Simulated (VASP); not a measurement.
Input of a VASP 6.6.1 run:

Contents of INCAR:

```
SYSTEM = TaN
PREC     = Accurate       ! precision mode
ENCUT    = 600            ! plane-wave cutoff, eV
EDIFF    = 1E-6           ! SCF threshold, eV
ISMEAR   = 0              ! smearing method
SIGMA    = 0.15           ! smearing width, eV
LREAL    = .FALSE.        ! projectors in reciprocal space
LASPH    = .TRUE.         ! aspherical terms in the spheres
NELM     = 120            ! most SCF steps
ALGO     = Normal         ! electronic algorithm
ISIF     = 2              ! what is computed and relaxed
LWAVE    = .FALSE.        ! write WAVECAR
LCHARG   = .TRUE.         ! write CHGCAR
GGA      = PE             ! functional
LELF     = .TRUE.         ! ELF
LVHAR    = .TRUE.       
NBANDS   = 15             ! bands
GGA_COMPAT= .FALSE.
```

KPOINTS

```
regular mesh
0
G
  18 18 18
  0 0 0
```

POSCAR

```
TaN
1.0
    0.0000000000      2.3533200000      2.3533200000
    2.3533200000      0.0000000000      2.3533200000
    2.3533200000      2.3533200000      0.0000000000
Ta N
1 1
Direct
    0.5000000000      0.5000000000      0.5000000000
    0.0000000000      0.0000000000      0.0000000000
```

Potentials or basis: VASP PAW PBE potentials, release 64 (Ta_pv, N).

Run with:

```sh
$ cat potpaw_PBE.64/Ta_pv/POTCAR potpaw_PBE.64/N/POTCAR > POTCAR
$ mpirun -np 1 vasp_std > vasp.out
```

Problem. Predict the pressure.

Solution. -40.7 GPa.

Problem. Predict the band gap on the k mesh.

Solution. Zero (bands 8 and 9 overlap by 2.94 eV).

Caveat: the cell differs from its parent crystal (strain +0.080 along x and y, +0.080 along z); the cell stands under tension; spin-orbit coupling is left out, which moves the levels of the heavy elements.
